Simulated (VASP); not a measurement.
Input of a VASP 6.6.1 run:

The input POSCAR:

```
ZnS
1.0
    0.0000000000      2.6654820099      2.6654820099
    2.6654820099      0.0000000000      2.6654820099
    2.6654820099      2.6654820099      0.0000000000
Zn S
1 1
Direct
    0.7500000000      0.7500000000      0.7500000000
    0.0000000000      0.0000000000      0.0000000000
```

The input INCAR.step1:

```
PREC     = Accurate       # precision mode
ENCUT    = 520            # plane-wave cutoff, eV
EDIFF    = 1E-5           # SCF threshold, eV
ISMEAR   = -1             # smearing method
SIGMA    = 0.05           # smearing width, eV
LREAL    = F              # projectors in reciprocal space
LASPH    = T              # aspherical terms in the spheres
NELM     = 100            # most SCF steps
ALGO     = Normal         # electronic algorithm
ISIF     = 2              # what is computed and relaxed
LWAVE    = T              # write WAVECAR
LCHARG   = F              # write CHGCAR
GGA      = PE             # functional
NBANDS   = 16             # bands
```

INCAR.step2

```
PREC     = Accurate       # precision mode
ENCUT    = 520            # plane-wave cutoff, eV
EDIFF    = 1E-6           # SCF threshold, eV
ISMEAR   = -1             # smearing method
SIGMA    = 0.05           # smearing width, eV
LREAL    = F              # projectors in reciprocal space
LASPH    = T              # aspherical terms in the spheres
NELM     = 100            # most SCF steps
ALGO     = Normal         # electronic algorithm
ISIF     = 2              # what is computed and relaxed
LWAVE    = F              # write WAVECAR
LCHARG   = F              # write CHGCAR
METAGGA  = R2SCAN         # meta-GGA
LHFCALC  = T              # exact exchange
AEXX     = 0.5            # exact-exchange fraction
LMIXTAU  = T            
PRECFOCK = Normal       
ISTART   = 1            
NBANDS   = 16             # bands
```

File KPOINTS:

```
regular mesh
0
Gamma
  5 5 5
```

Potentials or basis: VASP PAW PBE potentials, release 64 (Zn, S).

Run with:

```console
$ cat potpaw_PBE.64/Zn/POTCAR potpaw_PBE.64/S/POTCAR > POTCAR
$ cp INCAR.step1 INCAR
$ mpirun -np 1 vasp_std > vasp.out
$ cp INCAR.step2 INCAR
$ mpirun -np 1 vasp_std > vasp.out
```

Problem. What does it give for the band gap on the k mesh?

Solution. 6.32 eV, direct.

Problem. Estimate the pressure.

Solution. 2.9 GPa.

Caveat: the PAW data sets were made with another functional, which shifts forces and pressure a little.

**The experiment to reproduce.**

From “Electronic, vibrational, and thermodynamic properties of ZnS (zincblende and rocksalt structure)”, 2009, arxiv:0911.5022, for a bulk crystal of ZnS at 19 K: band gap 3.85 eV (direct).

Against the measured gap of ZnS, 3.85 eV (direct; 19 K; quoted in “Electronic, vibrational, and thermodynamic properties of ZnS (zincblende and rocksalt structure)”, 2009, arxiv:0911.5022), the calculated 6.32 eV is off by +2.47 eV. So large a miss can be the level of theory's own, or it may mean another phase, state or a wrong row. The value is that of r2SCAN50, without temperature or zero-point motion.
